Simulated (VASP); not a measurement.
# Cd (P6_3/mmc) in VASP: further runs

Cd is run at these levels: PBEsol; tasks: single point.

Everything below comes from runs of VASP 6.6.1. Logs are shortened: lines on timing, memory, paths and dates and some standing lists are left out, and cuts for length are marked.

### Step 1. The cell of the first run

The structure is hexagonal, space group P6_3/mmc (No. 194). Conventional cell: a = 2.899 Å, b = 2.899 Å, c = 5.767 Å, α = 90.00°, β = 90.00°, γ = 120.00°. Cd (site symmetry -6m2) has 12 Cd at 2.90 to 3.33 Å within 3.8 Å.

### Step 2. Single point, PBEsol (20.98 Å³/atom)

File INCAR:

```
SYSTEM = Cd
PREC = Accurate
ENCUT = 520
EDIFF = 1E-6
ISMEAR = -1
SIGMA = 0.03
LREAL = .False.
LASPH = .True.
NELM = 100
ALGO = Normal
ISIF = 2
LWAVE = .False.
LCHARG = .True.
GGA = PS
LELF = .True.
LVHAR = .True.
NBANDS = 19
```

File KPOINTS:

```
Automatic mesh
0
Gamma
  14 14 6
  0 0 0
```

File POSCAR:

```
Cd
1.0
    2.8985945899      0.0000000000      0.0000000000
   -1.4492972950      2.5102565501      0.0000000000
    0.0000000000      0.0000000000      5.7667953561
Cd
2
Direct
    0.3333333333      0.6666666667      0.2500000000
    0.6666666667      0.3333333333      0.7500000000
```

Potentials or basis: VASP PAW PBE potentials, release 64 (Cd).

On the command line:

```bash
$ cat potpaw_PBE.64/Cd/POTCAR > POTCAR
$ mpirun -np 1 vasp_std > vasp.out
```

OUTCAR:

```text
SYSTEM = Cd
   PREC = Accurate
   ENCUT = 520
   EDIFF = 1E-6
   ISMEAR = -1
   LREAL = .False.
   LASPH = .True.
   NELM = 100
   ISIF = 2
   GGA = PS

 ion  position               nearest neighbor table
   1  0.333  0.667  0.250-   2 3.33   2 3.33   2 3.33   2 3.33   2 3.33   2 3.33
   2  0.667  0.333  0.750-   1 3.33   1 3.33   1 3.33   1 3.33   1 3.33   1 3.33

  LATTYP: Found a hexagonal cell.
 ALAT       =     2.8985945899
 C/A-ratio  =     1.9895142895

  Lattice vectors:

 A1 = (   2.8985945899,   0.0000000000,   0.0000000000)
 A2 = (  -1.4492972950,   2.5102565501,   0.0000000000)
 A3 = (   0.0000000000,   0.0000000000,   5.7667953561)

Analysis of symmetry for initial positions (statically):
=====================================================================
 Subroutine PRICEL returns:
 Original cell was already a primitive cell.

 Routine SETGRP: Setting up the symmetry group for a
 hexagonal supercell.

 Subroutine GETGRP returns: Found 24 space group operations
 (whereof 12 operations were pure point group operations)
 out of a pool of 24 trial point group operations.

The static configuration has the point symmetry D_3d.
 The point group associated with its full space group is D_6h.

Analysis of symmetry for dynamics (positions and initial velocities):
=====================================================================
 Subroutine PRICEL returns:
 Original cell was already a primitive cell.

 Routine SETGRP: Setting up the symmetry group for a
 hexagonal supercell.

 Subroutine GETGRP returns: Found 24 space group operations
 (whereof 12 operations were pure point group operations)
 out of a pool of 24 trial point group operations.

The dynamic configuration has the point symmetry D_3d.
 The point group associated with its full space group is D_6h.

 Subroutine INISYM returns: Found 24 space group operations
 (whereof 12 operations are pure point group operations),
 and found     1 'primitive' translations

----------------------------------------------------------------------------------------

                                     Primitive cell

  volume of cell :      41.9604

  direct lattice vectors                    reciprocal lattice vectors
     2.898594590  0.000000000  0.000000000     0.344994779  0.199182829  0.000000000
    -1.449297295  2.510256550  0.000000000     0.000000000  0.398365657  0.000000000
     0.000000000  0.000000000  5.766795356     0.000000000  0.000000000  0.173406535

  length of vectors
     2.898594590  2.898594590  5.766795356     0.398365657  0.398365657  0.173406535

  position of ions in fractional coordinates (direct lattice)
     0.333333333  0.666666667  0.250000000
     0.666666667  0.333333333  0.750000000

  ion indices of the primitive-cell ions
   primitive index   ion index
                 1           1
                 2           2

----------------------------------------------------------------------------------------

 KPOINTS: Automatic mesh

Automatic generation of k-mesh.
 Grid dimensions read from file:
 generate k-points for:   14   14    6

 Generating k-lattice:

  Cartesian coordinates                     Fractional coordinates (reciprocal lattice)
     0.024642484  0.014227345  0.000000000     0.071428571  0.000000000  0.000000000
     0.000000000  0.028454690  0.000000000     0.000000000  0.071428571  0.000000000
     0.000000000  0.000000000  0.028901089     0.000000000  0.000000000  0.166666667

  Length of vectors
     0.028454690  0.028454690  0.028901089

  Shift w.r.t. Gamma in fractional coordinates (k-lattice)
     0.000000000  0.000000000  0.000000000

 Subroutine IBZKPT returns following result:
 ===========================================

 Found     96 irreducible k-points:

 Following reciprocal coordinates:
            Coordinates               Weight
  0.000000  0.000000  0.000000      1.000000
  0.071429 -0.000000  0.000000      6.000000
  0.142857 -0.000000  0.000000      6.000000
  0.214286 -0.000000  0.000000      6.000000
  0.285714 -0.000000  0.000000      6.000000
  0.357143 -0.000000  0.000000      6.000000
[... 16 lines left out ...]
  0.285714  0.285714  0.000000      6.000000
  0.357143  0.285714  0.000000      6.000000
 [... further k-points ...]
   k-points           NKPTS =     96   k-points in BZ     NKDIM =     96   number of bands    NBANDS=     19
   number of dos      NEDOS =    301   number of ions     NIONS =      2
   total plane-waves  NPLWV =  27648
   dimension x,y,z NGX =    24 NGY =   24 NGZ =   48
   dimension x,y,z NGXF=    48 NGYF=   48 NGZF=   96
   ions per type =               2
   NGX,Y,Z   is equivalent  to a cutoff of  13.76, 13.76, 13.84 a.u.
   NGXF,Y,Z  is equivalent  to a cutoff of  27.53, 27.53, 27.68 a.u.
 SYSTEM =  Cd
   PREC   = accura    normal or accurate (medium, high low for compatibility)
   ISTART =      0    job   : 0-new  1-cont  2-samecut
   ICHARG =      2    charge: 1-file 2-atom 10-const
   ISPIN  =      1    spin polarized calculation?
   LNONCOLLINEAR =      F non collinear calculations
   LSORBIT =      F    spin-orbit coupling
   LASPH  =      T    aspherical Exc in radial PAW
   ENCUT  =  520.0 eV  38.22 Ry    6.18 a.u.   5.39  5.39 10.72*2*pi/ulx,y,z
   NELM   =    100;   NELMIN=  2; NELMDL= -5     # of ELM steps
   EDIFF  = 0.1E-05   stopping-criterion for ELM
   LREAL  =      F    real-space projection
   EDIFFG = 0.1E-04   stopping-criterion for IOM
   NSW    =      0    number of steps for IOM
   IBRION =     -1    ionic relax: 0-MD 1-quasi-New 2-CG
   NFREE  =      0    steps in history (QN), initial steepest desc. (CG)
   ISIF   =      2    stress and relaxation
   ISYM   =      2    0-nonsym 1-usesym 2-fastsym
   POTIM  = 0.5000    time-step for ionic-motion
   TEBEG  =    0.0;   TEEND  =   0.0 temperature during run
   PSTRESS=    0.0 pullay stress
   NELECT =      24.0000    total number of electrons
   NUPDOWN=      -1.0000    fix difference up-down
   EMIN   =  10.00;   EMAX   =-10.00  energy-range for DOS
   EFERMI =   0.00;   METHOD = LEGACY
   ISMEAR =    -1;   SIGMA  =   0.03  broadening in eV -4-tet -1-fermi 0-gaus
   EFERMI_NEDOS =   21; number of points for ismear=-14 and -15
   IALGO  =     38    algorithm
   IMIX   =      4    mixing-type and parameters
     AMIX     =   0.40;   BMIX     =  1.00
     AMIX_MAG =   1.60;   BMIX_MAG =  1.00
  volume/ion in A,a.u.               =      20.98       141.58
  Fermi-wavevector in a.u.,A,eV,Ry     =   1.358935  2.568014 25.125921  1.846703
  Thomas-Fermi vector in A             =   2.485725
   LORBIT       =      0    0 simple, 1 ext, 2 COOP (PROOUT), +10 PAW based schemes
   GGA     = PS    functional components
   LHFCALC =     F    Hartree Fock is set to
   AEXX    =    0.0000 exact exchange contribution
   IVDW    =     0    specifies the selected vdW correction
   LEPSILON=     F    determine dielectric tensor
   LRPA    =     F    only Hartree local field effects (RPA)
 non-spin polarized calculation
  energy-cutoff  :      520.00
  volume of cell :       41.96
 maximum number of plane-waves:      1162
 NGX is ok and might be reduce to    24
   NGX = 11   NGY = 11   NGZ = 21

 number of electron      24.0000000 magnetization

 Free energy of the ion-electron system (eV)
  ---------------------------------------------------
  ext. energy  EPLUGINS =         0.00000000
  ---------------------------------------------------
  free energy    TOTEN  =        -2.37477712 eV

  energy without entropy =       -2.37274126  energy(sigma->0) =       -2.37375919

 E-fermi :   3.0335     XC(G=0): -11.3464

 val. band max:        3.0272346635   @ k =   0.3571   0.2143   0.3333
 cond. band min:       3.0348837104   @ k =   0.3571   0.2857   0.1667
 fundamental gap:      0.0076490470
 Fermi energy:         3.0335077429

 k-point     1 :       0.0000    0.0000    0.0000
  band No.  band energies     occupation
      1      -7.0823      2.00000
      2      -6.8819      2.00000
      3      -6.3270      2.00000
      4      -6.3270      2.00000
      5      -6.2853      2.00000
      6      -6.2853      2.00000
[... 11 lines left out ...]
     18      19.1146      0.00000
     19      19.2522      0.00000

 k-point     2 :       0.0714   -0.0000    0.0000
  band No.  band energies     occupation
      1      -7.0167      2.00000
      2      -6.8075      2.00000
      3      -6.3527      2.00000
      4      -6.3090      2.00000
      5      -6.2718      2.00000
      6      -6.2314      2.00000
[... 11 lines left out ...]
     18      18.0339      0.00000
     19      19.7521      0.00000

 k-point     3 :       0.1429   -0.0000    0.0000
  band No.  band energies     occupation
      1      -6.8724      2.00000
      2      -6.6686      2.00000
      3      -6.4150      2.00000
      4      -6.3251      2.00000
      5      -6.1142      2.00000
      6      -6.0777      2.00000
[... 11 lines left out ...]
     18      17.5192      0.00000
     19      18.3623      0.00000

 k-point     4 :       0.2143   -0.0000    0.0000
  band No.  band energies     occupation
      1      -6.8482      2.00000
      2      -6.6558      2.00000
      3      -6.3753      2.00000
      4      -6.1900      2.00000
      5      -6.1182      2.00000
      6      -5.8822      2.00000
[... 11 lines left out ...]
     18      16.0463      0.00000
     19      17.2332      0.00000

 k-point     5 :       0.2857   -0.0000    0.0000
  band No.  band energies     occupation
      1      -6.9640      2.00000
      2      -6.7919      2.00000
      3      -6.3790      2.00000
      4      -6.1893      2.00000
      5      -6.0468      2.00000
      6      -5.9466      2.00000
[... 11 lines left out ...]
     18      15.5947      0.00000
     19      17.0005      0.00000
[... 334 lines left out ...]
      2      -6.5882      2.00000
      3      -6.5409      2.00000
      4      -6.2664      2.00000
      5      -6.0874      2.00000
      6      -6.0332      2.00000
[... 11 lines left out ...]
     18      11.5079      0.00000
     19      12.7693      0.00000

 k-point    22 :       0.3571    0.2143    0.0000
  band No.  band energies     occupation
      1      -6.7169      2.00000
      2      -6.6286      2.00000
      3      -6.5402      2.00000
      4      -6.2511      2.00000
      5      -6.1285      2.00000
      6      -5.9450      2.00000
[... 11 lines left out ...]
     18      11.1807      0.00000
     19      12.5349      0.00000

 k-point    23 :       0.2857    0.2857    0.0000
  band No.  band energies     occupation
      1      -6.5831      2.00000
      2      -6.4752      2.00000
      3      -6.4120      2.00000
      4      -6.2681      2.00000
      5      -6.1372      2.00000
      6      -6.0326      2.00000
[... 11 lines left out ...]
     18       9.9905      0.00000
     19      11.4349      0.00000

 k-point    24 :       0.3571    0.2857    0.0000
  band No.  band energies     occupation
      1      -6.5745      2.00000
      2      -6.4211      2.00000
      3      -6.2884      2.00000
      4      -6.2236      2.00000
      5      -6.2230      2.00000
      6      -6.0554      2.00000
[... 11 lines left out ...]
     18       9.0541      0.00000
     19      11.0967      0.00000

 [... further k-points ...]

------------------------ aborting loop because EDIFF is reached ----------------------------------------

  FORCE on cell =-STRESS in cart. coord.  units (eV):
  Direction    XX          YY          ZZ          XY          YZ          ZX
  --------------------------------------------------------------------------------------
  -------------------------------------------------------------------------------------
  Total        0.6635260      0.6635260      0.0642660     -0.0000000      0.0000000      0.0000000
  in kB       25.3354379     25.3354379      2.4538701     -0.0000000      0.0000000      0.0000000
  external PRESSURE =      17.7082487 kB  Pullay stress =       0.0000000 kB

 VOLUME and BASIS-vectors are now :
 -----------------------------------------------------------------------------
  energy-cutoff  :      520.00
  volume of cell :       41.96
      direct lattice vectors                 reciprocal lattice vectors
     2.898594590  0.000000000  0.000000000     0.344994779  0.199182829  0.000000000
    -1.449297295  2.510256550  0.000000000     0.000000000  0.398365657  0.000000000
     0.000000000  0.000000000  5.766795356     0.000000000  0.000000000  0.173406535

 POSITION                                       TOTAL-FORCE (eV/Angst)
 -----------------------------------------------------------------------------------
     -0.00000      1.67350      1.44170        -0.000000      0.000000      0.000000
      1.44930      0.83675      4.32510         0.000000     -0.000000      0.000000
 -----------------------------------------------------------------------------------
    total drift:                               -0.000000      0.000000     -0.000000

  FREE ENERGIE OF THE ION-ELECTRON SYSTEM (eV)
  ---------------------------------------------------
  free  energy   TOTEN  =        -2.3747771154 eV

  energy  without entropy=       -2.3727412610  energy(sigma->0) =       -2.37375919
```

Wall time 22 s (1 thread of Intel Xeon 6975P-C (Granite Rapids), shared host); peak memory 0.2 GiB.

Results:

```yaml
Free_energy: -2.3748 eV
Pressure: 1.8 GPa
Band_gap_on_the_k_mesh: zero (bands 12 and 13 overlap by 5.05 eV)
```

Stress tensor (GPa, compression positive):
```
2.53 0.00 0.00
0.00 2.53 0.00
0.00 0.00 0.25
```

Caveat: the PAW data sets were made with another functional, which shifts forces and pressure a little.

(Part 1 of 2 ends here.)

The gap in the log of VASP goes by the Fermi energy; the results here count the filled bands.